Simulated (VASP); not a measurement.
PtSe2: single point with LDA

The system is PtSe2.

```
Pt Se
1.0
     3.65246    0.00000    0.00000
    -1.82623    3.16313    0.00000
     0.00000    0.00000    5.42034
Pt Se
1 2
Direct
  0.00000 0.00000 0.00000
  0.33333 0.66667 0.21371
  0.66667 0.33333 0.78629
```

This cell differs from its parent crystal: functional LDA, strained.

* Program: VASP 6.6.1
* Task: single point
* Functional: LDA
* Potentials or basis: VASP PAW LDA potentials, release 64 (Pt, Se)
* Cutoff: 520 eV
* k mesh: 15 × 15 × 8
* Occupations: gaussian, width 0.1 eV
* Spin: no spin polarisation
* Dipole correction: no
* Further INCAR settings: ALGO = Normal; EDIFF = 1e-06; NBANDS = 18

```yaml
Pressure: 13.9 GPa
Largest_force: 2.228 eV/Å
Band_gap_on_the_k_mesh: 0.17 eV, indirect (least direct gap 0.39 eV)
```

Forces in eV/Å, atoms in the order of the input:
```
Pt   0.000  0.000  0.000
Se   0.000  0.000  2.228
Se   0.000  0.000 -2.228
```

Stress tensor (GPa, compression positive):
```
15.13  0.00  0.00
 0.00 15.13  0.00
 0.00  0.00 11.44
```

Levels at points of the mesh, in eV from the valence-band top:
| k point | band 7 | band 8 | band 9 | band 10 | band 11 | band 12 | band 13 | band 14 | band 15 | band 16 |
| --- | --- | --- | --- | --- | --- | --- | --- | --- | --- | --- |
| (0.00, 0.00, 0.00) | -4.43 | -2.29 | -1.05 | -1.05 | -0.33 | 2.43 | 2.43 | 4.30 | 4.49 | 7.29 |
| (0.00, 0.00, 0.50) | -4.44 | -2.61 | -1.45 | -1.19 | -1.19 | 2.77 | 2.77 | 4.54 | 6.42 | 7.02 |

Run time: 5.7 min on 1 thread of AMD EPYC 7571, with other jobs on the host, peak memory 0.29 GiB.

Caveat: the cell differs from its parent crystal (functional LDA, strained); spin-orbit coupling is left out, which moves the levels of the heavy elements; forces of over 1 eV/Å act on the atoms, so gaps and moduli don't describe the material at rest. A k mesh can miss the band edges.
